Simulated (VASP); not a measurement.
# Ni (Fd-3m) in VASP: a series of runs

The runs below take Ni through single point, with PBE.

Everything below comes from runs of VASP 6.6.1. Logs are shortened: lines on timing, memory, paths and dates and some standing lists are left out, and cuts for length are marked.

### Step 1. The cell of the first run

Symmetry: Fd-3m, No. 227, cubic system. The conventional cell has a = 5.097 Å, b = 5.097 Å, c = 5.097 Å, α = 90.00°, β = 90.00°, γ = 90.00°. Within 2.9 Å of Ni (site symmetry -43m) lie 4 Ni at 2.21 Å.

### Step 2. Single point, PBE

Contents of INCAR:

```
SYSTEM = Ni
  PREC = Accurate
  ENCUT = 520
  EDIFF = 1E-6
  ISMEAR = -1
  SIGMA = 0.1
  LREAL = .False.
  LASPH = .True.
  NELM = 100
  ALGO = Normal
  ISIF = 2
  LWAVE = .False.
  LCHARG = .False.
  GGA = PE
  NBANDS = 17
```

Contents of KPOINTS:

```
Automatic mesh
0
Gamma
  11 11 11
  0 0 0
```

Contents of POSCAR:

```
Ni
1.0
    0.0000000000      2.5484876138      2.5484876138
    2.5484876138      0.0000000000      2.5484876138
    2.5484876138      2.5484876138      0.0000000000
Ni
2
Direct
    0.1250000000      0.1250000000      0.1250000000
    0.8750000000      0.8750000000      0.8750000000
```

Potentials or basis: VASP PAW PBE potentials, release 64 (Ni).

Launch:

```console
$ cat potpaw_PBE.64/Ni/POTCAR > POTCAR
$ mpirun -np 1 vasp_std > vasp.out
```

OUTCAR:

```text
SYSTEM = Ni
   PREC = Accurate
   ENCUT = 520
   EDIFF = 1E-6
   ISMEAR = -1
   LREAL = .False.
   LASPH = .True.
   NELM = 100
   ISIF = 2
   GGA = PE

 ion  position               nearest neighbor table
   1  0.125  0.125  0.125-   2 2.21   2 2.21   2 2.21   2 2.21
   2  0.875  0.875  0.875-   1 2.21   1 2.21   1 2.21   1 2.21

  LATTYP: Found a face centered cubic cell.
 ALAT       =     5.0969752276

  Lattice vectors:

 A1 = (   0.0000000000,   2.5484876138,   2.5484876138)
 A2 = (   2.5484876138,   0.0000000000,   2.5484876138)
 A3 = (   2.5484876138,   2.5484876138,   0.0000000000)

Analysis of symmetry for initial positions (statically):
=====================================================================
 Subroutine PRICEL returns:
 Original cell was already a primitive cell.

 Routine SETGRP: Setting up the symmetry group for a
 face centered cubic supercell.

 Subroutine GETGRP returns: Found 48 space group operations
 (whereof 12 operations were pure point group operations)
 out of a pool of 48 trial point group operations.

The static configuration has the point symmetry D_3d.
 The point group associated with its full space group is O_h .

Analysis of symmetry for dynamics (positions and initial velocities):
=====================================================================
 Subroutine PRICEL returns:
 Original cell was already a primitive cell.

 Routine SETGRP: Setting up the symmetry group for a
 face centered cubic supercell.

 Subroutine GETGRP returns: Found 48 space group operations
 (whereof 12 operations were pure point group operations)
 out of a pool of 48 trial point group operations.

The dynamic configuration has the point symmetry D_3d.
 The point group associated with its full space group is O_h .

 Subroutine INISYM returns: Found 48 space group operations
 (whereof 12 operations are pure point group operations),
 and found     1 'primitive' translations

----------------------------------------------------------------------------------------

                                     Primitive cell

  volume of cell :      33.1038

  direct lattice vectors                    reciprocal lattice vectors
     0.000000000  2.548487614  2.548487614    -0.196194793  0.196194793  0.196194793
     2.548487614  0.000000000  2.548487614     0.196194793 -0.196194793  0.196194793
     2.548487614  2.548487614  0.000000000     0.196194793  0.196194793 -0.196194793

  length of vectors
     3.604105747  3.604105747  3.604105747     0.339819350  0.339819350  0.339819350

  position of ions in fractional coordinates (direct lattice)
     0.125000000  0.125000000  0.125000000
     0.875000000  0.875000000  0.875000000

  ion indices of the primitive-cell ions
   primitive index   ion index
                 1           1
                 2           2

----------------------------------------------------------------------------------------

 KPOINTS: Automatic mesh

Automatic generation of k-mesh.
 Grid dimensions read from file:
 generate k-points for:   11   11   11

 Generating k-lattice:

  Cartesian coordinates                     Fractional coordinates (reciprocal lattice)
    -0.017835890  0.017835890  0.017835890     0.090909091  0.000000000  0.000000000
     0.017835890 -0.017835890  0.017835890     0.000000000  0.090909091  0.000000000
     0.017835890  0.017835890 -0.017835890     0.000000000  0.000000000  0.090909091

  Length of vectors
     0.030892668  0.030892668  0.030892668

  Shift w.r.t. Gamma in fractional coordinates (k-lattice)
     0.000000000  0.000000000  0.000000000

 Subroutine IBZKPT returns following result:
 ===========================================

 Found     56 irreducible k-points:

 Following reciprocal coordinates:
            Coordinates               Weight
  0.000000  0.000000  0.000000      1.000000
  0.090909  0.000000  0.000000      8.000000
  0.181818  0.000000  0.000000      8.000000
  0.272727  0.000000  0.000000      8.000000
  0.363636  0.000000  0.000000      8.000000
  0.454545  0.000000  0.000000      8.000000
[... 16 lines left out ...]
 -0.272727  0.181818  0.000000     24.000000
 -0.181818  0.181818  0.000000     12.000000
 [... further k-points ...]
   k-points           NKPTS =     56   k-points in BZ     NKDIM =     56   number of bands    NBANDS=     17
   number of dos      NEDOS =    301   number of ions     NIONS =      2
   total plane-waves  NPLWV =  21952
   dimension x,y,z NGX =    28 NGY =   28 NGZ =   28
   dimension x,y,z NGXF=    56 NGYF=   56 NGZF=   56
   ions per type =               2
   NGX,Y,Z   is equivalent  to a cutoff of  12.92, 12.92, 12.92 a.u.
   NGXF,Y,Z  is equivalent  to a cutoff of  25.83, 25.83, 25.83 a.u.
 SYSTEM =  Ni
   PREC   = accura    normal or accurate (medium, high low for compatibility)
   ISTART =      0    job   : 0-new  1-cont  2-samecut
   ICHARG =      2    charge: 1-file 2-atom 10-const
   ISPIN  =      1    spin polarized calculation?
   LNONCOLLINEAR =      F non collinear calculations
   LSORBIT =      F    spin-orbit coupling
   LASPH  =      T    aspherical Exc in radial PAW
   ENCUT  =  520.0 eV  38.22 Ry    6.18 a.u.   6.70  6.70  6.70*2*pi/ulx,y,z
   NELM   =    100;   NELMIN=  2; NELMDL= -5     # of ELM steps
   EDIFF  = 0.1E-05   stopping-criterion for ELM
   LREAL  =      F    real-space projection
   EDIFFG = 0.1E-04   stopping-criterion for IOM
   NSW    =      0    number of steps for IOM
   IBRION =     -1    ionic relax: 0-MD 1-quasi-New 2-CG
   NFREE  =      0    steps in history (QN), initial steepest desc. (CG)
   ISIF   =      2    stress and relaxation
   ISYM   =      2    0-nonsym 1-usesym 2-fastsym
   POTIM  = 0.5000    time-step for ionic-motion
   TEBEG  =    0.0;   TEEND  =   0.0 temperature during run
   PSTRESS=    0.0 pullay stress
   NELECT =      20.0000    total number of electrons
   NUPDOWN=      -1.0000    fix difference up-down
   EMIN   =  10.00;   EMAX   =-10.00  energy-range for DOS
   EFERMI =   0.00;   METHOD = LEGACY
   ISMEAR =    -1;   SIGMA  =   0.10  broadening in eV -4-tet -1-fermi 0-gaus
   EFERMI_NEDOS =   21; number of points for ismear=-14 and -15
   IALGO  =     38    algorithm
   IMIX   =      4    mixing-type and parameters
     AMIX     =   0.40;   BMIX     =  1.00
     AMIX_MAG =   1.60;   BMIX_MAG =  1.00
  volume/ion in A,a.u.               =      16.55       111.70
  Fermi-wavevector in a.u.,A,eV,Ry     =   1.383967  2.615318 26.060107  1.915364
  Thomas-Fermi vector in A             =   2.508515
   LORBIT       =      0    0 simple, 1 ext, 2 COOP (PROOUT), +10 PAW based schemes
   GGA     = PE    functional components
   LHFCALC =     F    Hartree Fock is set to
   AEXX    =    0.0000 exact exchange contribution
   IVDW    =     0    specifies the selected vdW correction
   LEPSILON=     F    determine dielectric tensor
   LRPA    =     F    only Hartree local field effects (RPA)
 non-spin polarized calculation
  energy-cutoff  :      520.00
  volume of cell :       33.10
 maximum number of plane-waves:       911
   NGX = 13   NGY = 13   NGZ = 13

 number of electron      19.9999986 magnetization

 Free energy of the ion-electron system (eV)
  ---------------------------------------------------
  ext. energy  EPLUGINS =         0.00000000
  ---------------------------------------------------
  free energy    TOTEN  =        -8.48404558 eV

  energy without entropy =       -8.27002003  energy(sigma->0) =       -8.37703280

 E-fermi :   4.5310     XC(G=0): -10.6552

 val. band max:        4.5279293762   @ k =   0.4545   0.1818   0.0909
 cond. band min:       4.5368732093   @ k =   0.2727   0.1818   0.0909
 fundamental gap:      0.0089438331
 Fermi energy:         4.5310154258

 k-point     1 :       0.0000    0.0000    0.0000
  band No.  band energies     occupation
      1      -1.8411      2.00000
      2       1.9657      2.00000
      3       1.9657      2.00000
      4       2.0122      2.00000
      5       2.0122      2.00000
      6       2.0122      2.00000
[... 9 lines left out ...]
     16      16.9921      0.00000
     17      16.9921      0.00000

 k-point     2 :       0.0909    0.0000    0.0000
  band No.  band energies     occupation
      1      -1.6935      2.00000
      2       1.8715      2.00000
      3       1.8715      2.00000
      4       2.0179      2.00000
      5       2.1358      2.00000
      6       2.1358      2.00000
[... 9 lines left out ...]
     16      17.9070      0.00000
     17      17.9070      0.00000

 k-point     3 :       0.1818    0.0000    0.0000
  band No.  band energies     occupation
      1      -1.2602      2.00000
      2       1.8110      2.00000
      3       1.8110      2.00000
      4       2.0407      2.00000
      5       2.2612      2.00000
      6       2.2612      2.00000
[... 9 lines left out ...]
     16      18.6755      0.00000
     17      18.6755      0.00000

 k-point     4 :       0.2727    0.0000    0.0000
  band No.  band energies     occupation
      1      -0.5787      2.00000
      2       1.8125      2.00000
      3       1.8125      2.00000
      4       2.0887      2.00000
      5       2.3062      2.00000
      6       2.3062      2.00000
[... 9 lines left out ...]
     16      18.2477      0.00000
     17      18.2477      0.00000

 k-point     5 :       0.3636    0.0000    0.0000
  band No.  band energies     occupation
      1       0.2483      2.00000
      2       1.8739      2.00000
      3       1.8739      2.00000
      4       2.1265      2.00000
      5       2.2478      2.00000
      6       2.2478      2.00000
[... 9 lines left out ...]
     16      17.6762      0.00000
     17      17.6762      0.00000

 k-point     6 :       0.4545    0.0000    0.0000
  band No.  band energies     occupation
      1       0.9381      2.00000
      2       1.9804      2.00000
      3       1.9804      2.00000
      4       2.0531      2.00000
      5       2.1286      2.00000
      6       2.1286      2.00000
[... 9 lines left out ...]
     16      17.3624      0.00000
     17      17.3624      0.00000

 k-point     7 :       0.0909    0.0909    0.0000
  band No.  band energies     occupation
      1      -1.6440      2.00000
      2       1.7713      2.00000
      3       2.0194      2.00000
      4       2.0244      2.00000
      5       2.0244      2.00000
      6       2.2168      2.00000
[... 9 lines left out ...]
     16      18.6504      0.00000
     17      19.0569      0.00000

 k-point     8 :       0.1818    0.0909    0.0000
  band No.  band energies     occupation
      1      -1.3051      2.00000
      2       1.6890      2.00000
      3       1.9571      2.00000
      4       2.0390      2.00000
      5       2.1640      2.00000
      6       2.3382      2.00000
[... 9 lines left out ...]
     16      17.6876      0.00000
     17      19.3939      0.00000
[... 203 lines left out ...]
      1       0.1669      2.00000
      2       1.5299      2.00000
      3       2.0564      2.00000
      4       2.0572      2.00000
      5       2.3240      2.00000
      6       2.5236      2.00000
[... 9 lines left out ...]
     16      17.6316      0.00000
     17      20.9041      0.00000

 k-point    20 :       0.4545    0.1818    0.0000
  band No.  band energies     occupation
      1       0.9285      2.00000
      2       1.5637      2.00000
      3       2.0175      2.00000
      4       2.0297      2.00000
      5       2.3548      2.00000
      6       2.4544      2.00000
[... 9 lines left out ...]
     16      19.3559      0.00000
     17      20.0928      0.00000

 k-point    21 :      -0.4545    0.1818    0.0000
  band No.  band energies     occupation
      1       1.3775      2.00000
      2       1.5978      2.00000
      3       1.9328      2.00000
      4       1.9824      2.00000
      5       2.3621      2.00000
      6       2.4378      2.00000
[... 9 lines left out ...]
     16      19.4799      0.00000
     17      20.1126      0.00000

 k-point    22 :      -0.3636    0.1818    0.0000
  band No.  band energies     occupation
      1       1.0784      2.00000
      2       1.7925      2.00000
      3       1.8130      2.00000
      4       2.0237      2.00000
      5       2.2438      2.00000
      6       2.5435      2.00000
[... 9 lines left out ...]
     16      19.0909      0.00000
     17      19.9566      0.00000

 k-point    23 :      -0.2727    0.1818    0.0000
  band No.  band energies     occupation
      1       0.3920      2.00000
      2       1.7190      2.00000
      3       1.9176      2.00000
      4       2.0279      2.00000
      5       2.2007      2.00000
      6       2.5983      2.00000
[... 9 lines left out ...]
     16      18.9051      0.00000
     17      19.8263      0.00000

 k-point    24 :      -0.1818    0.1818    0.0000
  band No.  band energies     occupation
      1      -0.3516      2.00000
      2       1.6803      2.00000
      3       1.9558      2.00000
      4       2.0039      2.00000
      5       2.2292      2.00000
      6       2.5350      2.00000
[... 9 lines left out ...]
     16      18.5705      0.00000
     17      19.6275      0.00000

 [... further k-points ...]
[... 5 lines left out ...]
  --------------------------------------------------------------------------------------
  -------------------------------------------------------------------------------------
  Total        0.0044402      0.0044402      0.0044402      0.0000000      0.0000000      0.0000000
  in kB        0.2149013      0.2149013      0.2149013      0.0000000      0.0000000      0.0000000
  external PRESSURE =       0.2149013 kB  Pullay stress =       0.0000000 kB

 VOLUME and BASIS-vectors are now :
 -----------------------------------------------------------------------------
  energy-cutoff  :      520.00
  volume of cell :       33.10
      direct lattice vectors                 reciprocal lattice vectors
     0.000000000  2.548487614  2.548487614    -0.196194793  0.196194793  0.196194793
     2.548487614  0.000000000  2.548487614     0.196194793 -0.196194793  0.196194793
     2.548487614  2.548487614  0.000000000     0.196194793  0.196194793 -0.196194793

 POSITION                                       TOTAL-FORCE (eV/Angst)
 -----------------------------------------------------------------------------------
      0.63712      0.63712      0.63712        -0.000000     -0.000000     -0.000000
      4.45985      4.45985      4.45985         0.000000      0.000000      0.000000
 -----------------------------------------------------------------------------------
    total drift:                                0.000000      0.000000     -0.000000

  FREE ENERGIE OF THE ION-ELECTRON SYSTEM (eV)
  ---------------------------------------------------
  free  energy   TOTEN  =        -8.4840455760 eV

  energy  without entropy=       -8.2700200320  energy(sigma->0) =       -8.37703280
```

Wall time 27 s (1 thread of Intel Xeon Platinum 8259CL at 2.50GHz (Skylake/Cascade Lake), shared host); peak memory 0.16 GiB.

Results:

```yaml
Free_energy: -8.4840 eV
Pressure: 0.0 GPa
Band_gap_on_the_k_mesh: zero (band 10 reaches 4.60 eV, above the bottom of band 11 at 4.31 eV)
```

Caveat: the run has no spin polarisation, though such a crystal can be magnetic. Spin polarisation is off, so any magnetic state and its effect on volume and gap are missing.

(Part 1 of 2 ends here.)
